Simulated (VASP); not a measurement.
## CaO (Lime): relaxation of cell and atoms with PBE

CaO (Lime):

```
Ca O
1.0
     0.00000    2.40650    2.40650
     2.40650    0.00000    2.40650
     2.40650    2.40650    0.00000
Ca O
1 1
Cartesian
  0.0000 0.0000 0.0000
  2.4065 2.4065 2.4065
```

- Program: VASP 6.6.1
- Task: relaxation of cell and atoms
- Functional: PBE
- Potentials or basis: VASP PAW PBE potentials, release 64 (Ca_sv, O)
- Cutoff: 600 eV
- k mesh: 8 × 8 × 8
- Occupations: fermi-dirac, width 0.02 eV
- Spin: no spin polarisation
- Dipole correction: no
- Further INCAR settings: ALGO = Normal; EDIFF = 1e-06; IBRION = 2; EDIFFG = -0.005; NSW = 80; ISIF = 3

```json
{
  "Relaxed volume": "14.15 Å³/atom",
  "Relaxed cell": "a = 3.421 Å, b = 3.421 Å, c = 3.421 Å, α = 60.00°, β = 60.00°, γ = 60.00°",
  "Space group after relaxing (to 0.05 Å)": "Fm-3m (No. 225)",
  "Energy gained by relaxing": "1.1 meV/atom",
  "Ionic steps": "3",
  "Pressure after relaxing": "0.0 GPa",
  "Band gap on the k mesh": "3.64 eV, indirect (least direct gap 4.02 eV)"
}
```

The path:
```
step  energy change (eV)  largest force (eV/Å)  pressure (GPa)  volume (Å³)
   1              0.0000                0.0000            1.66        27.87
   2             -0.0020                0.0000           -0.56        28.46
   3             -0.0022                0.0000            0.00        28.31
```

Final structure:
```
Ca O
1.0
     0.00000    2.41893    2.41893
     2.41893    0.00000    2.41893
     2.41893    2.41893    0.00000
Ca O
1 1
Direct
  0.00000 0.00000 0.00000
  0.50000 0.50000 0.50000
```

Levels at points of the mesh, in eV from the valence-band top:
```tsv
k point	band 6	band 7	band 8	band 9	band 10	band 11
(0.00, 0.00, 0.00)	0.00	0.00	0.00	4.56	6.18	6.18
(0.50, 0.00, 0.00)	-2.59	-1.16	-1.16	6.96	8.25	8.25
(0.50, 0.50, 0.00)	-1.31	-0.38	-0.38	3.64	7.90	8.78
```

Wall time 31 s on 1 thread of AMD EPYC 9R45 (Zen 5) (shared host), peak memory 0.14 GiB.

A k mesh can miss the band edges. PBE usually gives volumes a little too large and moduli too small.
